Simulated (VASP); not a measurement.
**Si: single point with PBEsol**

The system is Si.

```
Si
1.0
    -3.25210    3.25210    3.66902
     3.25210   -3.25210    3.66902
     3.25210    3.25210   -3.66902
Si
8
Direct
  0.20479 0.20479 0.20479
  0.50000 0.00000 0.29521
  0.29521 0.50000 0.00000
  0.00000 0.29521 0.50000
  0.79521 0.79521 0.79521
  0.50000 0.00000 0.70479
  0.70479 0.50000 0.00000
  0.00000 0.70479 0.50000
```

```yaml
Program: VASP 6.6.1
Task: single point
Functional: PBEsol
Potentials_or_basis: VASP PAW PBE potentials, release 64 (Si)
Cutoff: 520 eV
k_mesh: 10 × 10 × 10
Occupations: gaussian, width 0.15 eV
Spin: no spin polarisation
Dipole_correction: no
Further_INCAR_settings: ALGO = Normal; EDIFF = 1e-06; NBANDS = 26
```

```yaml
Pressure: -6.0 GPa
Largest_force: 0.589 eV/Å
Band_gap_on_the_k_mesh: zero (bands 16 and 17 overlap by 0.44 eV)
```

Forces on the atoms (eV/Å):
```
Si   0.089 -0.582  0.034
Si  -0.089  0.582  0.034
Si   0.089  0.582 -0.034
Si  -0.089 -0.582 -0.034
Si  -0.089  0.582 -0.034
Si   0.089 -0.582 -0.034
Si  -0.089 -0.582  0.034
Si   0.089  0.582  0.034
```

Stress tensor (GPa, compression positive):
```
 -1.23   0.00   0.00
  0.00  -0.44   0.00
  0.00   0.00 -16.20
```

Levels at points of the mesh, in eV from the Fermi level:
```csv
k point,band 12,band 13,band 14,band 15,band 16,band 17,band 18,band 19,band 20,band 21
"(0.00, 0.00, 0.00)",-3.84,-3.54,-2.30,-1.03,-0.03,0.23,2.36,2.59,3.02,3.67
"(0.50, 0.00, 0.00)",-2.67,-1.73,-1.73,-0.68,-0.68,-0.06,-0.06,2.02,2.02,2.69
"(0.00, 0.50, 0.00)",-2.53,-1.80,-1.80,-1.32,-1.32,0.87,0.87,1.79,1.79,2.29
"(0.50, 0.50, 0.00)",-2.43,-1.84,-1.84,-1.56,-1.56,0.47,0.47,1.35,1.35,1.83
"(0.50, 0.50, 0.50)",-2.39,-2.38,-0.64,-0.28,0.06,0.86,1.68,2.01,2.09,2.30
```

It took 13 min on 1 thread of AMD EPYC 7R43 64-Core Processor (Zen 3), on a shared host, peak memory 0.58 GiB.

Caveat: the stress differs along the axes, from -16 to -0 GPa; semilocal functionals underestimate gaps, and a narrow one can read as zero; the PAW data sets were made with another functional, which shifts forces and pressure a little.
